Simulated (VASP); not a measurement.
# C (Fd-3m) in VASP: further runs

C is run at these levels: PBEsol; tasks: relaxation of cell and atoms, single point.

Everything below comes from runs of VASP 6.6.1. Logs are shortened: lines on timing, memory, paths and dates and some standing lists are left out, and cuts for length are marked.

## Step 1: The cell of the first run

Symmetry: Fd-3m, No. 227, cubic system. Conventional cell: a = 3.554 Å, b = 3.554 Å, c = 3.554 Å, α = 90.00°, β = 90.00°, γ = 90.00°. Within 2.1 Å of C (site symmetry -43m) lie 4 C at 1.54 Å.

## Step 2: Relaxation of cell and atoms, PBEsol, target pressure 10 GPa, at which the enthalpy is minimised

Contents of INCAR:

```
SYSTEM = C
  ALGO = Normal
  EDIFF = 1E-6
  EDIFFG = -0.002
  ENCUT = 600
  GGA = PS
  IBRION = 2
  ISIF = 3
  ISMEAR = 0
  LASPH = .True.
  LCHARG = .False.
  LREAL = .False.
  LWAVE = .False.
  NELM = 60
  NSW = 100
  PREC = Accurate
  PSTRESS = 100.0
  SIGMA = 0.01
```

Contents of KPOINTS:

```
k-points
0
Gamma
  10 10 10
  0 0 0
```

Contents of POSCAR:

```
C
1.0
    0.0000000000      1.7769046376      1.7769046376
    1.7769046376      0.0000000000      1.7769046376
    1.7769046376      1.7769046376      0.0000000000
C
2
Direct
    0.5000000000      0.5000000000      0.5000000000
    0.7500000000      0.7500000000      0.7500000000
```

Potentials or basis: VASP PAW PBE potentials, release 64 (C).

On the command line:

```
cat potpaw_PBE.64/C/POTCAR > POTCAR
mpirun -np 1 vasp_std > vasp.out
```

OUTCAR:

```text
SYSTEM = C
   EDIFF = 1E-6
   EDIFFG = -0.002
   ENCUT = 600
   GGA = PS
   IBRION = 2
   ISIF = 3
   ISMEAR = 0
   LASPH = .True.
   LREAL = .False.
   NELM = 60
   NSW = 100
   PREC = Accurate
   PSTRESS = 100.0

 ion  position               nearest neighbor table
   1  0.500  0.500  0.500-   2 1.54   2 1.54   2 1.54   2 1.54
   2  0.750  0.750  0.750-   1 1.54   1 1.54   1 1.54   1 1.54

  LATTYP: Found a face centered cubic cell.
 ALAT       =     3.5538092752

  Lattice vectors:

 A1 = (   0.0000000000,   1.7769046376,   1.7769046376)
 A2 = (   1.7769046376,   0.0000000000,   1.7769046376)
 A3 = (   1.7769046376,   1.7769046376,   0.0000000000)

Analysis of symmetry for initial positions (statically):
=====================================================================
 Subroutine PRICEL returns:
 Original cell was already a primitive cell.

 Routine SETGRP: Setting up the symmetry group for a
 face centered cubic supercell.

 Subroutine GETGRP returns: Found 48 space group operations
 (whereof 24 operations were pure point group operations)
 out of a pool of 48 trial point group operations.

The static configuration has the point symmetry T_d .
 The point group associated with its full space group is O_h .

Analysis of symmetry for dynamics (positions and initial velocities):
=====================================================================
 Subroutine PRICEL returns:
 Original cell was already a primitive cell.

 Routine SETGRP: Setting up the symmetry group for a
 face centered cubic supercell.

 Subroutine GETGRP returns: Found 48 space group operations
 (whereof 24 operations were pure point group operations)
 out of a pool of 48 trial point group operations.

The dynamic configuration has the point symmetry T_d .
 The point group associated with its full space group is O_h .

 Subroutine INISYM returns: Found 48 space group operations
 (whereof 24 operations are pure point group operations),
 and found     1 'primitive' translations

----------------------------------------------------------------------------------------

                                     Primitive cell

  volume of cell :      11.2208

  direct lattice vectors                    reciprocal lattice vectors
     0.000000000  1.776904638  1.776904638    -0.281388201  0.281388201  0.281388201
     1.776904638  0.000000000  1.776904638     0.281388201 -0.281388201  0.281388201
     1.776904638  1.776904638  0.000000000     0.281388201  0.281388201 -0.281388201

  length of vectors
     2.512922638  2.512922638  2.512922638     0.487378661  0.487378661  0.487378661

  position of ions in fractional coordinates (direct lattice)
     0.500000000  0.500000000  0.500000000
     0.750000000  0.750000000  0.750000000

  ion indices of the primitive-cell ions
   primitive index   ion index
                 1           1
                 2           2

----------------------------------------------------------------------------------------

 KPOINTS: k-points

Automatic generation of k-mesh.
 Grid dimensions read from file:
 generate k-points for:   10   10   10

 Generating k-lattice:

  Cartesian coordinates                     Fractional coordinates (reciprocal lattice)
    -0.028138820  0.028138820  0.028138820     0.100000000  0.000000000  0.000000000
     0.028138820 -0.028138820  0.028138820     0.000000000  0.100000000  0.000000000
     0.028138820  0.028138820 -0.028138820     0.000000000  0.000000000  0.100000000

  Length of vectors
     0.048737866  0.048737866  0.048737866

  Shift w.r.t. Gamma in fractional coordinates (k-lattice)
     0.000000000  0.000000000  0.000000000

 Subroutine IBZKPT returns following result:
 ===========================================

 Found     47 irreducible k-points:

 Following reciprocal coordinates:
            Coordinates               Weight
  0.000000  0.000000  0.000000      1.000000
  0.100000  0.000000  0.000000      8.000000
  0.200000  0.000000  0.000000      8.000000
  0.300000  0.000000  0.000000      8.000000
  0.400000  0.000000  0.000000      8.000000
  0.500000  0.000000  0.000000      4.000000
[... 16 lines left out ...]
  0.300000  0.300000  0.000000      6.000000
  0.400000  0.300000  0.000000     24.000000
 [... further k-points ...]
   k-points           NKPTS =     47   k-points in BZ     NKDIM =     47   number of bands    NBANDS=      8
   number of dos      NEDOS =    301   number of ions     NIONS =      2
   total plane-waves  NPLWV =   8000
   dimension x,y,z NGX =    20 NGY =   20 NGZ =   20
   dimension x,y,z NGXF=    40 NGYF=   40 NGZF=   40
   ions per type =               2
   NGX,Y,Z   is equivalent  to a cutoff of  13.23, 13.23, 13.23 a.u.
   NGXF,Y,Z  is equivalent  to a cutoff of  26.46, 26.46, 26.46 a.u.
 SYSTEM =  C
   PREC   = accura    normal or accurate (medium, high low for compatibility)
   ISTART =      0    job   : 0-new  1-cont  2-samecut
   ICHARG =      2    charge: 1-file 2-atom 10-const
[... 54 lines left out ...]

  energy without entropy =      -19.25415230  energy(sigma->0) =      -19.25415230

 E-fermi :   9.9182     XC(G=0): -13.4866

 val. band max:        9.8663179397   @ k =   0.0000   0.0000   0.0000
 cond. band min:      13.9258029778   @ k =   0.4000   0.4000   0.0000
 fundamental gap:      4.0594850381
 Fermi energy:         9.9181512423

 k-point     1 :       0.0000    0.0000    0.0000
  band No.  band energies     occupation
      1     -11.8020      2.00000
      2       9.8663      2.00000
      3       9.8663      2.00000
      4       9.8663      2.00000
      5      15.4357      0.00000
      6      15.4357      0.00000
      7      15.4357      0.00000
      8      23.4835      0.00000

 k-point     2 :       0.1000    0.0000    0.0000
  band No.  band energies     occupation
      1     -11.5226      2.00000
      2       8.1648      2.00000
      3       9.4103      2.00000
      4       9.4103      2.00000
      5      16.0330      0.00000
      6      16.0330      0.00000
      7      16.4032      0.00000
      8      23.6929      0.00000

 k-point     3 :       0.2000    0.0000    0.0000
  band No.  band energies     occupation
      1     -10.6885      2.00000
      2       4.9211      2.00000
      3       8.5202      2.00000
      4       8.5202      2.00000
      5      17.1761      0.00000
      6      17.1761      0.00000
      7      17.6530      0.00000
      8      24.2654      0.00000
[... 358 lines left out ...]
 VOLUME and BASIS-vectors are now :
 -----------------------------------------------------------------------------
  energy-cutoff  :      600.00
  volume of cell :       10.99
      direct lattice vectors                 reciprocal lattice vectors
     0.000000000  1.764686947  1.764686947    -0.283336374  0.283336374  0.283336374
     1.764686947  0.000000000  1.764686947     0.283336374 -0.283336374  0.283336374
     1.764686947  1.764686947  0.000000000     0.283336374  0.283336374 -0.283336374

 POSITION                                       TOTAL-FORCE (eV/Angst)
 -----------------------------------------------------------------------------------
      1.76469      1.76469      1.76469        -0.000000     -0.000000     -0.000000
      2.64703      2.64703      2.64703         0.000000      0.000000      0.000000
 -----------------------------------------------------------------------------------
    total drift:                                0.000000     -0.000000      0.000000

  FREE ENERGIE OF THE ION-ELECTRON SYSTEM (eV)
  ---------------------------------------------------
  free  energy   TOTEN  =       -19.2466838118 eV

  energy  without entropy=      -19.2466838118  energy(sigma->0) =      -19.24668381

  enthalpy is  TOTEN    =       -18.5606864697 eV   P V=        0.6859973421

--------------------------------------- Ionic step        5  -------------------------------------------

 number of electron       7.9999999 magnetization

 Free energy of the ion-electron system (eV)
  ---------------------------------------------------
  ext. energy  EPLUGINS =         0.00000000
  ---------------------------------------------------
  free energy    TOTEN  =       -19.24696424 eV

  energy without entropy =      -19.24696424  energy(sigma->0) =      -19.24696424

 E-fermi :  10.2701     XC(G=0): -13.5874

 val. band max:       10.1634552726   @ k =   0.0000   0.0000   0.0000
 cond. band min:      14.2676972475   @ k =   0.4000   0.4000   0.0000
 fundamental gap:      4.1042419749
 Fermi energy:        10.2701460447

 k-point     1 :       0.0000    0.0000    0.0000
  band No.  band energies     occupation
      1     -11.7812      2.00000
      2      10.1635      2.00000
      3      10.1635      2.00000
      4      10.1635      2.00000
      5      15.7890      0.00000
      6      15.7890      0.00000
      7      15.7890      0.00000
      8      24.2491      0.00000

 k-point     2 :       0.1000    0.0000    0.0000
  band No.  band energies     occupation
      1     -11.4979      2.00000
      2       8.4343      2.00000
      3       9.6972      2.00000
      4       9.6972      2.00000
      5      16.3996      0.00000
      6      16.3996      0.00000
      7      16.7902      0.00000
      8      24.4348      0.00000

 k-point     3 :       0.2000    0.0000    0.0000
  band No.  band energies     occupation
      1     -10.6522      2.00000
      2       5.1443      2.00000
      3       8.7895      2.00000
      4       8.7895      2.00000
      5      17.5636      0.00000
      6      17.5636      0.00000
      7      18.1054      0.00000
      8      24.9374      0.00000
[... 244 lines left out ...]
 VOLUME and BASIS-vectors are now :
 -----------------------------------------------------------------------------
  energy-cutoff  :      600.00
  volume of cell :       11.00
      direct lattice vectors                 reciprocal lattice vectors
     0.000000000  1.764926507  1.764926507    -0.283297915  0.283297915  0.283297915
     1.764926507  0.000000000  1.764926507     0.283297915 -0.283297915  0.283297915
     1.764926507  1.764926507 -0.000000000     0.283297915  0.283297915 -0.283297915

 POSITION                                       TOTAL-FORCE (eV/Angst)
 -----------------------------------------------------------------------------------
      1.76493      1.76493      1.76493        -0.000000     -0.000000     -0.000000
      2.64739      2.64739      2.64739         0.000000      0.000000      0.000000
 -----------------------------------------------------------------------------------
    total drift:                                0.000000     -0.000000      0.000000

  FREE ENERGIE OF THE ION-ELECTRON SYSTEM (eV)
  ---------------------------------------------------
  free  energy   TOTEN  =       -19.2469642401 eV

  energy  without entropy=      -19.2469642401  energy(sigma->0) =      -19.24696424

  enthalpy is  TOTEN    =       -18.5606874830 eV   P V=        0.6862767571

 reached required accuracy - stopping structural energy minimisation
```

Wall time 7.8 s (1 thread of Intel Xeon Platinum 8375C at 2.90GHz (Ice Lake), shared host); peak memory 0.12 GiB.

What came out:

```yaml
Free_energy: -19.2470 eV
Relaxed_volume: 5.50 Å³/atom
Relaxed_cell: a = 2.496 Å, b = 2.496 Å, c = 2.496 Å, α = 60.00°, β = 60.00°, γ = 60.00°
Space_group_after_relaxing_to_0.05_Å: Fd-3m (No. 227)
Energy_change_on_relaxing_the_enthalpy_is_what_falls: +3.6 meV/atom
Ionic_steps: 5
Pressure_after_relaxing: 10.0 GPa
Band_gap_on_the_k_mesh: 4.10 eV, indirect (least direct gap 5.63 eV)
```

The path:
| step | energy change (eV) | largest force (eV/Å) | pressure (GPa) | volume (Å³) |
| --- | --- | --- | --- | --- |
| 1 | 0.0000 | 0.0000 | 0.44 | 11.22 |
| 2 | 0.0402 | 0.0000 | 24.52 | 10.69 |
| 3 | 0.0072 | 0.0000 | 9.94 | 11.00 |
| 4 | 0.0075 | 0.0000 | 10.09 | 10.99 |
| 5 | 0.0072 | 0.0000 | 9.97 | 11.00 |

Final structure:
```
CELL_PARAMETERS angstrom
0.00000 1.76493 1.76493
1.76493 0.00000 1.76493
1.76493 1.76493 0.00000
ATOMIC_POSITIONS crystal
C 0.50000 0.50000 0.50000
C 0.75000 0.75000 0.75000
```

Levels at points of the mesh, in eV from the valence-band top:
```
           k point  band 2  band 3  band 4  band 5  band 6  band 7
(0.00, 0.00, 0.00)    0.00    0.00    0.00    5.63    5.63    5.63
(0.50, 0.00, 0.00)  -13.82   -2.89   -2.89    8.51    8.51    9.27
(0.50, 0.50, 0.00)  -13.00   -6.53   -6.53    4.67    4.67   17.26
```

Caveat: the cell is relaxed towards a set pressure, so the enthalpy falls and the energy may rise; the PAW data sets were made with another functional, which shifts forces and pressure a little.

## Step 3: Relaxation of cell and atoms, PBEsol, target pressure 15 GPa, at which the enthalpy is minimised

Contents of INCAR:

```
ALGO = Normal
EDIFF = 1E-6
EDIFFG = -0.002
ENCUT = 600
GGA = PS
IBRION = 2
ISIF = 3
ISMEAR = 0
LASPH = True
LCHARG = False
LREAL = False
LWAVE = False
NELM = 80
NSW = 100
PREC = Accurate
PSTRESS = 150.0
SIGMA = 0.01
```

Contents of KPOINTS:

```
k-points
0
Gamma
  10 10 10
```

POSCAR is that of step 2.

Potentials or basis: VASP PAW PBE potentials, release 64 (C).

On the command line:

```
cat potpaw_PBE.64/C/POTCAR > POTCAR
mpirun -np 1 vasp_std > vasp.out
```

Wall time 9.5 s (1 thread of Intel Xeon Platinum 8375C at 2.90GHz (Ice Lake), shared host); peak memory 0.11 GiB.

Results (log left out):

* Free energy: -19.2383 eV
* Relaxed volume: 5.44 Å³/atom
* Relaxed cell: a = 2.487 Å, b = 2.487 Å, c = 2.487 Å, α = 60.00°, β = 60.00°, γ = 60.00°
* Space group after relaxing (to 0.05 Å): Fd-3m (No. 227)
* Energy change on relaxing (the enthalpy is what falls): +7.9 meV/atom
* Ionic steps: 6
* Pressure after relaxing: 15.0 GPa
* Band gap on the k mesh: 4.13 eV, indirect (least direct gap 5.65 eV)

The path:
```
step  energy change (eV)  largest force (eV/Å)  pressure (GPa)  volume (Å³)
   1              0.0000                0.0000            0.44        11.22
   2              0.0940                0.0000           39.05        10.41
   3              0.0155                0.0000           14.83        10.89
   4              0.0162                0.0000           15.13        10.88
   5              0.0156                0.0000           14.85        10.89
   6              0.0159                0.0000           14.97        10.88
```

Final structure:
```
C
1.0
     0.00000    1.75891    1.75891
     1.75891    0.00000    1.75891
     1.75891    1.75891    0.00000
C
2
Cartesian
  1.7589 1.7589 1.7589
  2.6384 2.6384 2.6384
```

Levels at points of the mesh, in eV from the valence-band top:
```csv
k point,band 1,band 2,band 3,band 4,band 5,band 6,band 7,band 8
"(0.00, 0.00, 0.00)",-22.09,0.00,0.00,0.00,5.65,5.65,5.65,14.32
"(0.50, 0.00, 0.00)",-16.01,-13.94,-2.92,-2.92,8.56,8.56,9.41,15.86
"(0.50, 0.50, 0.00)",-13.08,-13.08,-6.59,-6.59,4.69,4.69,17.42,17.42
```

Caveat: the cell is relaxed towards a set pressure, so the enthalpy falls and the energy may rise; the PAW data sets were made with another functional, which shifts forces and pressure a little. A k mesh can miss the band edges.

## Step 4: Single point, PBEsol

Contents of INCAR:

```
SYSTEM = C
PREC = Accurate
ENCUT = 520
EDIFF = 1E-6
ISMEAR = -1
SIGMA = 0.1
LREAL = .FALSE.
LASPH = .TRUE.
NELM = 60
ALGO = Normal
ISIF = 2
LWAVE = .FALSE.
LCHARG = .FALSE.
GGA = PS
NBANDS = 11
```

Contents of KPOINTS:

```
regular mesh
0
G
  22 22 22
  0 0 0
```

POSCAR is that of step 3.

On the command line:

```
cat potpaw_PBE.64/C/POTCAR > POTCAR
mpirun -np 1 vasp_std > vasp.out
```

Wall time 14 s (1 thread of Intel Xeon 6975P-C (Granite Rapids), shared host); peak memory 0.14 GiB.

It converged, with:

| Quantity | Value |
| --- | --- |
| Free energy | -19.2497 eV |
| Pressure | 1.1 GPa |
| Band gap on the k mesh | 4.03 eV, indirect (least direct gap 5.57 eV) |

Levels at points of the mesh, in eV from the valence-band top:
```tsv
k point	band 1	band 2	band 3	band 4	band 5	band 6	band 7	band 8	band 9
(0.00, 0.00, 0.00)	-21.67	0.00	0.00	0.00	5.57	5.57	5.57	13.62	19.10
(0.50, 0.00, 0.00)	-15.77	-13.59	-2.84	-2.84	8.43	8.43	8.99	15.59	21.81
(0.50, 0.50, 0.00)	-12.85	-12.85	-6.40	-6.40	4.62	4.62	16.95	16.95	23.29
```

Caveat: the PAW data sets were made with another functional, which shifts forces and pressure a little.

## Step 5: Relaxation of cell and atoms, PBEsol

This run uses another cell than the first one, of 5.67 Å³/atom, 1.011 times its volume.

Contents of INCAR:

```
  ALGO = Normal
  EDIFF = 1E-7
  EDIFFG = -0.002
  ENCUT = 600
  GGA = PS
  IBRION = 2
  ISIF = 3
  ISMEAR = -1
  LASPH = T
  LCHARG = F
  LREAL = F
  LWAVE = F
  NELM = 60
  NSW = 100
  PREC = Accurate
  SIGMA = 0.1
```

Contents of KPOINTS:

```
k-points
0
Gamma
  22 22 22
```

Contents of POSCAR:

```
C
1.0
    0.0000000000      1.7833700000      1.7833700000
    1.7833700000      0.0000000000      1.7833700000
    1.7833700000      1.7833700000      0.0000000000
C
2
Direct
    0.5000000000      0.5000000000      0.5000000000
    0.7500000000      0.7500000000      0.7500000000
```

On the command line:

```
cat potpaw_PBE.64/C/POTCAR > POTCAR
mpirun -np 1 vasp_std > vasp.out
```

Wall time 26 s (1 thread of Intel Xeon 6975P-C (Granite Rapids), shared host); peak memory 0.13 GiB.

Results (log left out):

* Free energy: -19.2548 eV
* Relaxed volume: 5.62 Å³/atom
* Relaxed cell: a = 2.514 Å, b = 2.514 Å, c = 2.514 Å, α = 60.00°, β = 60.00°, γ = 60.00°
* Space group after relaxing (to 0.05 Å): Fd-3m (No. 227)
* Energy gained by relaxing: 0.8 meV/atom
* Ionic steps: 3
* Pressure after relaxing: 0.0 GPa
* Band gap on the k mesh: 4.03 eV, indirect (least direct gap 5.57 eV)

Step by step:
```
step  energy change (eV)  largest force (eV/Å)  pressure (GPa)  volume (Å³)
   1              0.0000                0.0000           -4.40        11.34
   2              0.0010                0.0000            5.82        11.09
   3             -0.0016                0.0000           -0.01        11.23
```

Final structure:
```
CELL_PARAMETERS angstrom
0.00000 1.77746 1.77746
1.77746 0.00000 1.77746
1.77746 1.77746 0.00000
ATOMIC_POSITIONS crystal
C 0.50000 0.50000 0.50000
C 0.75000 0.75000 0.75000
```

Levels at points of the mesh, in eV from the valence-band top:
| k point | band 1 | band 2 | band 3 | band 4 | band 5 | band 6 | band 7 | band 8 |
| --- | --- | --- | --- | --- | --- | --- | --- | --- |
| (0.00, 0.00, 0.00) | -21.66 | 0.00 | 0.00 | 0.00 | 5.57 | 5.57 | 5.57 | 13.60 |
| (0.50, 0.00, 0.00) | -15.77 | -13.58 | -2.84 | -2.84 | 8.43 | 8.43 | 8.97 | 15.58 |
| (0.50, 0.50, 0.00) | -12.85 | -12.85 | -6.40 | -6.40 | 4.62 | 4.62 | 16.93 | 16.93 |

Caveat: the PAW data sets were made with another functional, which shifts forces and pressure a little. PBEsol gaps usually lie below the measured ones, often by a third to a half.

## Step 6: Summary

| task | cell | k mesh | cutoff (eV) | smearing | gap on the mesh (eV) | pressure (GPa) |
| --- | --- | --- | --- | --- | --- | --- |
| relaxation of cell and atoms | relaxed to 10 GPa from a = 2.513 Å, angles 60.0°, 2 atoms | 10 × 10 × 10 | 600 | gaussian 0.01 eV | 4.10 | 10.0 |
| relaxation of cell and atoms | relaxed to 15 GPa from a = 2.513 Å, angles 60.0°, 2 atoms | 10 × 10 × 10 | 600 | gaussian 0.01 eV | 4.13 | 15.0 |
| single point | a = 2.513 Å, angles 60.0°, 2 atoms | 22 × 22 × 22 | 520 | fermi-dirac 0.1 eV | 4.03 | 1.1 |
| relaxation of cell and atoms | relaxed from a = 2.522 Å, angles 60.0°, 2 atoms | 22 × 22 × 22 | 600 | fermi-dirac 0.1 eV | 4.03 | 0.0 |

Alike in all rows: level PBEsol; potentials or basis VASP PAW PBE potentials, release 64 (C); no spin polarisation.

Caveats: the PAW data sets were made with another functional, which shifts forces and pressure a little; the cell is relaxed towards a set pressure, so the enthalpy falls and the energy may rise (some runs).

Absolute energies hang on the potentials; compare differences alone.
